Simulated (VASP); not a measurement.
**MoS2: single point with PBE+D3(BJ)**

**Experimental background.**

From “Multiwavelength excitation Raman Scattering Analysis of bulk and 2 dimensional MoS2: Vibrational properties of atomically thin MoS2 layers”, 2015, arxiv:1506.03228, for a bulk crystal of MoS2 at 300 K: band gap 1.3 eV (indirect).

Crystal: MoS2.

```
Mo S
1.0
     3.16900    0.00000    0.00000
    -1.58450    2.74443    0.00000
     0.00000    0.00000   12.32400
Mo S
2 4
Direct
  0.66667 0.33333 0.75000
  0.33333 0.66667 0.25000
  0.66667 0.33333 0.37700
  0.33333 0.66667 0.87700
  0.66667 0.33333 0.12300
  0.33333 0.66667 0.62300
```

* Program: VASP 6.6.1
* Task: single point
* Functional: PBE
* Dispersion: D3(BJ)
* Potentials or basis: VASP PAW PBE potentials, release 64 (Mo_sv, S)
* Cutoff: 520 eV
* k mesh: 10 × 10 × 3
* Occupations: fermi-dirac, width 0.05 eV
* Spin: no spin polarisation
* Dipole correction: no
* Further INCAR settings: ALGO = Normal; EDIFF = 1e-06; NBANDS = 35

```
Pressure                   : -2.0 GPa
Largest force              : 0.075 eV/Å
Band gap on the k mesh     : 0.94 eV, indirect (least direct gap 1.87 eV)
Dispersion energy per atom : -0.423 eV
```

Forces on the atoms (eV/Å):
```
Mo   0.000  0.000  0.000
Mo   0.000  0.000  0.000
S    0.000  0.000 -0.075
S    0.000  0.000 -0.075
S    0.000  0.000  0.075
S    0.000  0.000  0.075
```

Stress tensor (GPa, compression positive):
```
-2.17  0.00  0.00
 0.00 -2.17  0.00
 0.00  0.00 -1.79
```

Levels at points of the mesh, in eV from the valence-band top:
| k point | band 24 | band 25 | band 26 | band 27 | band 28 | band 29 |
| --- | --- | --- | --- | --- | --- | --- |
| (0.00, 0.00, 0.00) | -1.18 | -1.14 | 0.00 | 2.11 | 2.11 | 2.14 |
| (0.50, 0.00, 0.00) | -1.52 | -1.39 | -1.27 | 1.61 | 1.66 | 2.01 |

Wall time 42 s on 1 thread of AMD EPYC 9R45 (Zen 5) (shared host), peak memory 0.24 GiB.

Against the measured gap of MoS2, 1.3 eV (indirect; 300 K; “Multiwavelength excitation Raman Scattering Analysis of bulk and 2 dimensional MoS2: Vibrational properties of atomically thin MoS2 layers”, 2015, arxiv:1506.03228), the calculated 0.94 eV is off by -0.36 eV. Spin-orbit coupling on Mo is left out. The value is that of PBE+D3(BJ) on a finite k mesh, which can miss the band edges, without temperature or zero-point motion. Semilocal functionals fall short of measured gaps as a rule.
